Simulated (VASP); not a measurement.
# V in VASP: further runs, part 3 of 3

VASP 6.6.1.

## (5) Single point, PBE, collinear spin, ferromagnetic start

Contents of INCAR:

```
  ALGO = Normal
  EDIFF = 1E-6
  ENCUT = 520
  GGA = PE
  ISIF = 2
  ISMEAR = 1
  ISPIN = 2
  LASPH = T
  LCHARG = F
  LMAXMIX = 4
  LORBIT = 11
  LREAL = F
  LWAVE = F
  MAGMOM = 1.5
  NBANDS = 16
  NELM = 150
  PREC = Accurate
  SIGMA = 0.2
```

Contents of KPOINTS:

```
k-points
0
Gamma
  15 15 15
```

Contents of POSCAR:

```
V
1.0
    0.0000000000      1.8950000000      1.8950000000
    1.8950000000      0.0000000000      1.8950000000
    1.8950000000      1.8950000000      0.0000000000
V
1
Direct
    0.0000000000      0.0000000000      0.0000000000
```

Potentials or basis: VASP PAW PBE potentials, release 64 (V_sv).

The run is started by

```bash
$ cat potpaw_PBE.64/V_sv/POTCAR > POTCAR
$ mpirun -np 1 vasp_std > vasp.out
```

OUTCAR:

```text
EDIFF = 1E-6
   ENCUT = 520
   GGA = PE
   ISIF = 2
   ISMEAR = 1
   ISPIN = 2
   LASPH = T
   LORBIT = 11
   LREAL = F
   NELM = 150
   PREC = Accurate

 ion  position               nearest neighbor table
   1  0.000  0.000  0.000-

  LATTYP: Found a face centered cubic cell.
 ALAT       =     3.7900000000

  Lattice vectors:

 A1 = (   0.0000000000,   1.8950000000,   1.8950000000)
 A2 = (   1.8950000000,   0.0000000000,   1.8950000000)
 A3 = (   1.8950000000,   1.8950000000,   0.0000000000)

Analysis of symmetry for initial positions (statically):
=====================================================================
 Subroutine PRICEL returns:
 Original cell was already a primitive cell.

 Routine SETGRP: Setting up the symmetry group for a
 face centered cubic supercell.

 Subroutine GETGRP returns: Found 48 space group operations
 (whereof 48 operations were pure point group operations)
 out of a pool of 48 trial point group operations.

The static configuration has the point symmetry O_h .

Analysis of symmetry for dynamics (positions and initial velocities):
[... 641 lines left out ...]

 k-point     1 :       0.0000    0.0000    0.0000
  band No.  band energies     occupation
      1     -54.1578      1.00000
      2     -27.4829      1.00000
      3     -27.4829      1.00000
      4     -27.4829      1.00000
      5       3.0174      1.00000
      6      10.0617      0.00495
[... 435 lines left out ...]
      5       4.4244      1.00000
      6       9.2176      1.00001
[... 8 lines left out ...]
     15      38.4068      0.00000
     16      39.0707      0.00000

 [... further k-points ...]

------------------------ aborting loop because EDIFF is reached ----------------------------------------

  FORCE on cell =-STRESS in cart. coord.  units (eV):
  Direction    XX          YY          ZZ          XY          YZ          ZX
  --------------------------------------------------------------------------------------
  -------------------------------------------------------------------------------------
  Total        0.3352073      0.3352073      0.3352073      0.0000000     -0.0000000      0.0000000
  in kB       39.4608486     39.4608486     39.4608486      0.0000000     -0.0000000      0.0000000
  external PRESSURE =      39.4608486 kB  Pullay stress =       0.0000000 kB

 VOLUME and BASIS-vectors are now :
 -----------------------------------------------------------------------------
  energy-cutoff  :      520.00
  volume of cell :       13.61
      direct lattice vectors                 reciprocal lattice vectors
     0.000000000  1.895000000  1.895000000    -0.263852243  0.263852243  0.263852243
     1.895000000  0.000000000  1.895000000     0.263852243 -0.263852243  0.263852243
     1.895000000  1.895000000  0.000000000     0.263852243  0.263852243 -0.263852243

 POSITION                                       TOTAL-FORCE (eV/Angst)
 -----------------------------------------------------------------------------------
      0.00000      0.00000      0.00000        -0.000000      0.000000      0.000000
 -----------------------------------------------------------------------------------
    total drift:                               -0.000000     -0.000000     -0.000000

  FREE ENERGIE OF THE ION-ELECTRON SYSTEM (eV)
  ---------------------------------------------------
  free  energy   TOTEN  =        -8.7454696480 eV

  energy  without entropy=       -8.7459100151  energy(sigma->0) =       -8.74561644

 total charge

# of ion       s       p       d       tot
------------------------------------------
    1        2.347   6.231   3.047  11.625

 magnetization (x)

# of ion       s       p       d       tot
------------------------------------------
    1        0.000   0.000   0.001   0.001
```

OSZICAR:

```text
N       E                     dE             d eps       ncg     rms          rms(c)
DAV:   1     0.918836651500E+02    0.91884E+02   -0.64702E+03  7736   0.888E+02
DAV:   2    -0.830658480784E+01   -0.10019E+03   -0.96047E+02  8384   0.270E+02
DAV:   3    -0.981876316056E+01   -0.15122E+01   -0.15106E+01  8840   0.361E+01
DAV:   4    -0.982467465521E+01   -0.59115E-02   -0.59113E-02  9136   0.237E+00
DAV:   5    -0.982472633761E+01   -0.51682E-04   -0.51682E-04  9024   0.207E-01    0.186E+01
DAV:   6    -0.875236084220E+01    0.10724E+01   -0.17272E+00  7800   0.211E+01    0.232E+00
DAV:   7    -0.874758807226E+01    0.47728E-02   -0.53407E-02  8664   0.263E+00    0.172E+00
DAV:   8    -0.874810156409E+01   -0.51349E-03   -0.58974E-03  8240   0.873E-01    0.848E-01
DAV:   9    -0.874499985015E+01    0.31017E-02   -0.20110E-03  8992   0.523E-01    0.223E-01
DAV:  10    -0.874544975924E+01   -0.44991E-03   -0.55053E-04  8416   0.251E-01    0.331E-02
DAV:  11    -0.874546761778E+01   -0.17859E-04   -0.12442E-05  8416   0.392E-02    0.180E-02
DAV:  12    -0.874546955757E+01   -0.19398E-05   -0.39884E-06  8320   0.227E-02    0.470E-03
DAV:  13    -0.874546964801E+01   -0.90434E-07   -0.37927E-07  5432   0.587E-03
   1 F= -.87454696E+01 E0= -.87456164E+01  d E =0.440367E-03  mag=     0.0003
```

stdout:

```text
POSCAR found type information on POSCAR V
 POSCAR found :  1 types and       1 ions
 scaLAPACK will be used
 LDA part: xc-table for (Slater+PW92), standard interpolation
 POSCAR, INCAR and KPOINTS ok, starting setup
 FFT: planning ... GRIDC
 FFT: planning ... GRID_SOFT
 FFT: planning ... GRID
 WAVECAR not read
 entering main loop
```

Run time: 24 s. Hardware: 1 thread of AMD EPYC 9R45 (Zen 5), shared host; peak memory 0.13 GiB.

What came out:

| Item | Value |
| --- | --- |
| Free energy | -8.7455 eV |
| Pressure | 3.9 GPa |
| Net moment | 0.00 μB per cell |
| Valence electrons inside the program's atomic spheres | V 11.62 |

Levels at points of the mesh, in eV from the Fermi level:
Spin up:
```
           k point  band 4  band 5  band 6  band 7  band 8  band 9
(0.00, 0.00, 0.00)  -37.38   -6.88    0.16    0.16    0.16    1.95
```
Spin down:
| k point | band 4 | band 5 | band 6 | band 7 | band 8 | band 9 |
| --- | --- | --- | --- | --- | --- | --- |
| (0.00, 0.00, 0.00) | -37.38 | -6.88 | 0.16 | 0.16 | 0.16 | 1.95 |

Caveat: the cell stands under pressure.

## (6) Single point, PBE, collinear spin, ferromagnetic start

Contents of INCAR:

```
SYSTEM = V
PREC = Accurate
ENCUT = 520
EDIFF = 1E-6
ISMEAR = -5
SIGMA = 0.1
LREAL = .False.
LASPH = .True.
NELM = 150
ALGO = Normal
ISIF = 2
LWAVE = .False.
LCHARG = .False.
ISPIN = 2
MAGMOM = 1.5
LORBIT = 11
LMAXMIX = 4
GGA = PE
NBANDS = 16
```

Contents of KPOINTS:

```
Automatic mesh
0
Gamma
  15 15 15
  0 0 0
```

POSCAR is that of step 5.

Potentials or basis: VASP PAW PBE potentials, release 64 (V_sv).

The run is started by

```bash
$ cat potpaw_PBE.64/V_sv/POTCAR > POTCAR
$ mpirun -np 1 vasp_std > vasp.out
```

Run time: 25 s. Hardware: 1 thread of AMD EPYC 9R45 (Zen 5), shared host; peak memory 0.13 GiB.

It converged, with:

```
Free energy                                           : -8.7463 eV
Pressure                                              : 4.0 GPa
Net moment                                            : 0.00 μB per cell
Valence electrons inside the program's atomic spheres : V 11.62
```

Levels at points of the mesh, in eV from the Fermi level:
Spin up:
```csv
k point,band 4,band 5,band 6,band 7,band 8,band 9
"(0.00, 0.00, 0.00)",-37.37,-6.87,0.17,0.17,0.17,1.96
```
Spin down:
```csv
k point,band 4,band 5,band 6,band 7,band 8,band 9
"(0.00, 0.00, 0.00)",-37.37,-6.87,0.17,0.17,0.17,1.96
```

Caveat: the cell stands under pressure; tetrahedron occupations give inexact forces and stress in metals.

## (7) Single point, PBE, collinear spin, ferromagnetic start (x and y stretched by +2 %, z held)

Contents of INCAR:

```
SYSTEM = V
PREC     = Accurate       ! precision mode
ENCUT    = 520            ! plane-wave cutoff, eV
EDIFF    = 1E-6           ! SCF threshold, eV
ISMEAR   = -1             ! smearing method
SIGMA    = 0.08           ! smearing width, eV
LREAL    = .False.        ! projectors in reciprocal space
LASPH    = .True.         ! aspherical terms in the spheres
NELM     = 150            ! most SCF steps
ALGO     = Normal         ! electronic algorithm
ISIF     = 2              ! what is computed and relaxed
LWAVE    = .False.        ! write WAVECAR
LCHARG   = .True.         ! write CHGCAR
ISPIN    = 2              ! spin polarisation
MAGMOM   = 1.5            ! initial moments
LORBIT   = 11             ! projections on sites
LMAXMIX  = 4              ! l up to which the mixer works
GGA      = PE             ! functional
LELF     = .True.         ! ELF
LVHAR    = .True.       
NBANDS   = 16             ! bands
```

Contents of KPOINTS:

```
regular mesh
0
Gamma
  15 15 15
  0 0 0
```

Contents of POSCAR:

```
V
1.0
    0.0000000000      1.9329000000      1.8950000000
    1.9329000000      0.0000000000      1.8950000000
    1.9329000000      1.9329000000      0.0000000000
V
1
Direct
    0.0000000000      0.0000000000      0.0000000000
```

The run is started by

```bash
$ cat potpaw_PBE.64/V_sv/POTCAR > POTCAR
$ mpirun -np 1 vasp_std > vasp.out
```

Wall time 60 s (1 thread of AMD EPYC 9R45 (Zen 5), shared host); peak memory 0.17 GiB.

It converged, with:

```
Free energy                                           : -8.7687 eV
Pressure                                              : -2.9 GPa
Net moment                                            : 0.00 μB per cell
Valence electrons inside the program's atomic spheres : V 11.56
```

Stress tensor (GPa, compression positive):
```
-1.31  0.00  0.00
 0.00 -1.31  0.00
 0.00  0.00 -6.15
```

Levels at points of the mesh, in eV from the Fermi level:
Spin up:
```
           k point  band 3  band 4  band 5  band 6  band 7  band 8  band 9  band 10
(0.00, 0.00, 0.00)  -37.47  -37.47   -6.77    0.12    0.12    0.29    1.77     1.95
```
Spin down:
```tsv
k point	band 4	band 5	band 6	band 7	band 8	band 9
(0.00, 0.00, 0.00)	-37.47	-6.77	0.12	0.12	0.29	1.77
```

Caveat: the cell differs from its parent crystal (x and y stretched by +2 %, z held).

## (8) Summary

| cell | smearing | gap on the mesh (eV) | pressure (GPa) | moment (μB) |
| --- | --- | --- | --- | --- |
| a = 2.680 Å, angles 60.0°, 1 atom | fermi-dirac 0.15 eV | none | 4.7 | 0.00 |
| a = 2.680 Å, angles 60.0°, 1 atom | gaussian 0.2 eV | none | 4.2 | 0.00 |
| a = 2.680 Å, angles 60.0°, 1 atom | methfessel-paxton 0.15 eV | none | 3.9 | 0.00 |
| a = 2.680 Å, angles 60.0°, 1 atom | methfessel-paxton 0.2 eV | none | 3.9 | 0.00 |
| a = 2.680 Å, angles 60.0°, 1 atom | tetrahedron | none | 4.0 | 0.00 |
| a = 2.707, b = 2.707, c = 2.734 Å, angles 59.7, 59.7, 60.7°, 1 atom | fermi-dirac 0.08 eV | none | -2.9 | 0.00 |

Alike in all rows: task single point; level PBE; potentials or basis VASP PAW PBE potentials, release 64 (V_sv); spin collinear, ferromagnetic start; k mesh 15 × 15 × 15; cutoff (eV) 520.

Caveats: the cell stands under pressure (at least some runs); tetrahedron occupations give inexact forces and stress in metals (at least some runs).

Total energies depend on the potentials used, so only differences within one code and one set of settings carry meaning.
